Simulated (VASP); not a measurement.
Set up this calculation in VASP 6.6.1, as the native input.

```
Task                   : single point
Functional             : PBE
Dispersion             : D3(BJ)
Potentials or basis    : VASP PAW PBE potentials, release 64 (Be)
Cutoff                 : 520 eV
k mesh                 : 16 × 12 × 12
Occupations            : gaussian, width 0.1 eV
Spin                   : no spin polarisation
Dipole correction      : no
Further INCAR settings : ALGO = Normal; EDIFF = 1e-07; NBANDS = 12
```

The structure of Be lies in POSCAR:

```
Be
1.0
    2.4034918934      0.0000000000      0.0000000000
    0.0000000000      3.3340746439      0.0000000000
    0.0000000000      0.0000000000      3.3340746439
Be
4
Direct
    0.7500000000      0.7500000000      0.7500000000
    0.2500000000      0.2500000000      0.7500000000
    0.2500000000      0.7500000000      0.2500000000
    0.7500000000      0.2500000000      0.2500000000
```

This cell differs from its parent crystal: volume scaled by 0.91, then relaxed in part.

One way to write it, as run:

INCAR

```
SYSTEM = Be
  ALGO = Normal
  EDIFF = 1E-7
  ENCUT = 520
  GGA = PE
  ISIF = 2
  ISMEAR = 0
  IVDW = 12
  LASPH = .True.
  LCHARG = .False.
  LREAL = .False.
  LWAVE = .False.
  NBANDS = 12
  NELM = 80
  PREC = Accurate
  SIGMA = 0.1
```

KPOINTS

```
k-points
0
Gamma
  16 12 12
  0 0 0
```

Potentials or basis: VASP PAW PBE potentials, release 64 (Be).

Launch:

```console
$ cat potpaw_PBE.64/Be/POTCAR > POTCAR
$ mpirun -np 1 vasp_std > vasp.out
```

Results of the run:

| Item | Value |
| --- | --- |
| Pressure | 15.1 GPa |
| Band gap on the k mesh | zero (band 4 reaches 11.13 eV, above the bottom of band 5 at 8.03 eV) |
| Dispersion energy per atom | -0.423 eV |

Caveat: pairwise dispersion overbinds metals, which lowers pressure and volume.

Run time: 43 s on 1 thread of Intel(R) Xeon(R) Platinum 8488C (Sapphire Rapids), on a shared host, peak memory 0.19 GiB.
